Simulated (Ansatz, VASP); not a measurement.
One calculation of MgS, two programs

```xyz
2
Lattice="0.0668 2.5185 2.7069 3.0522 0.1937 2.5800 3.3923 2.7317 -0.1465" Properties=species:S:1:pos:R:3 pbc="T T T"
Mg    0.1008    2.5250    2.7080
S     4.8494    4.0763    3.8542
```

Alike in both runs: task single point; functional PBE-based screened hybrid; k mesh 5 × 5 × 4; occupations fermi-dirac, width 0.05 eV; no spin polarisation.

|  | VASP | Ansatz |
| --- | --- | --- |
| version | VASP 6.6.1 | Ansatz 0.2.0 |
| potentials or method | VASP PAW PBE potentials, release 64 (Mg, S) | Ansatz PAW |
| plane-wave cutoff (eV) | 520 | 420 |
| valence electrons in the cell | 8 | 16 |

VASP gave:

- gap on the k mesh at the Fermi level (eV): 3.99
- least direct gap on the mesh (eV): 4.08
- pressure (GPa): 3.3
- traceless stress, the component that is largest in VASP (GPa): -8.60
- rms of the force components (eV/Å): 1.017

**Question.** Estimate Ansatz's values.

**Answer.** gap on the k mesh at the Fermi level (eV): 4.01; least direct gap on the mesh (eV): 4.10; pressure (GPa): 3.5; traceless stress, the component that is largest in VASP (GPa): -8.60; rms of the force components (eV/Å): 1.021.

VASP's potentials were made for PBE, not for PBE-based screened hybrid. Atom by atom the forces differ by 0.004 eV/Å (rms over components). The functional is the same, so the differences come from potentials, cutoffs and numerics. VASP's potentials hold 8 valence electrons a cell and Ansatz's 16, so a difference there can come from the potentials and not from the codes.

The k mesh is coarse, so the values compare programs but aren't converged. Noted on Ansatz's run: odd divisions of the mesh miss points on the zone boundary, where band edges often lie, so the gap on the mesh can be too wide.
